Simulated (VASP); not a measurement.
Runs of VASP 6.6.1 on HfB2. The structure is that of space group P6/mmm (No. 191), or close to it. The cells are those of the table. 

```csv
task,cell,gap on the mesh (eV),pressure (GPa)
single point,"a = 3.109, b = 3.109, c = 3.480 Å, angles 90.0, 90.0, 120.0°, 3 atoms",none,0.9
electric field gradients,"a = 3.098, b = 3.098, c = 3.433 Å, angles 90.0, 90.0, 120.0°, 3 atoms",none,(b)
electric field gradients,"a = 3.140, b = 3.140, c = 3.410 Å, angles 90.0, 90.0, 120.0°, 3 atoms",none,0.4
single point,"a = 3.140, b = 3.140, c = 3.550 Å, angles 90.0, 90.0, 120.0°, 3 atoms",none,(a)
electric field gradients,"a = 3.140, b = 3.140, c = 3.515 Å, angles 90.0, 90.0, 120.0°, 3 atoms",none,-6.7
```

Alike in all rows: level PBEsol; potentials or basis VASP PAW PBE potentials, release 64 (Hf_pv, B); no spin polarisation; k mesh 15 × 15 × 12; cutoff (eV) 520; smearing fermi-dirac 0.03 eV.

Q: Fill in the values left out.

A: (a) -8.8; (b) 6.5.

Caveats: the PAW data sets were made with another functional, which shifts forces and pressure a little; spin-orbit coupling is left out, which moves the levels of the heavy elements.

A k mesh can miss the band edges, and the runs leave out spin-orbit coupling on Hf.

A gap of «none» marks levels without a gap at the run's occupations.
